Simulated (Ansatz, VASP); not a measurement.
One calculation of Re, two programs

Contents of INCAR:

```
PREC = Accurate
ENCUT = 520
EDIFF = 1E-7
ISMEAR = -1
SIGMA = 0.1
LREAL = F
LASPH = T
NELM = 80
ALGO = Normal
ISIF = 2
LWAVE = F
LCHARG = F
GGA = PE
NBANDS = 18
```

KPOINTS

```
Automatic mesh
0
Gamma
  9 9 13
```

File POSCAR:

```
Re
1.0
    4.4379516502      0.0000000000      0.0000000000
   -2.2189758251      3.8433788698      0.0000000000
    0.0000000000      0.0000000000      2.7804461566
Re
3
Direct
    0.0000000000      0.0000000000      1.0000000000
    0.3333333333      0.6666666667      0.5000000000
    0.6666666667      0.3333333333      0.5000000000
```

Input for Ansatz:

```yaml
crystal:
  lattice:
    - [4.4379516502, 0.0, 0.0]
    - [-2.2189758251, 3.8433788698, 0.0]
    - [0.0, 0.0, 2.7804461566]
  atoms:
    - { symbol: Re, position: [0.0, 0.0, 1.0] }
    - { symbol: Re, position: [0.3333333333, 0.6666666667, 0.5] }
    - { symbol: Re, position: [0.6666666667, 0.3333333333, 0.5] }
hamiltonian:
  xc: pbe
  pseudopotentials:
    kind: paw
    azcp:
      Re: "pseudopotentials/Re.paw.azcp"
basis:
  ecutwfc: 420
  fft_grid_basis: typed
kpoints:
  mp_grid: { grid: [9, 9, 13], shift: [0, 0, 0] }
magnetization:
  spin_polarized: false
scf:
  occupations: { method: fermi_dirac, width: 0.1 }
  lower_state_search: "off"
output:
  stress: true
```

Alike in both runs: task single point; functional PBE; k mesh 9 × 9 × 13; occupations fermi-dirac, width 0.1 eV; no spin polarisation.

```csv
,VASP,Ansatz
version,VASP 6.6.1,Ansatz 0.2.0
potentials or method,"VASP PAW PBE potentials, release 64 (Re), cutoff 520 eV","plane waves (420 eV) with PAW, scalar-relativistic"
valence electrons in the cell,21,45
```

Ansatz gave:

| Quantity | Value |
| --- | --- |
| pressure (GPa) | -12.5 |
| traceless stress, the component that is largest in VASP (GPa) | 0.41 |

Task: What did VASP give for the same quantities?

Result: Pressure (GPa): -13.4; traceless stress, the component that is largest in VASP (GPa): 0.88.

VASP's potentials hold 21 valence electrons a cell and Ansatz's 45, so a difference there can come from the potentials and not from the codes.

Spin-orbit coupling is off throughout.
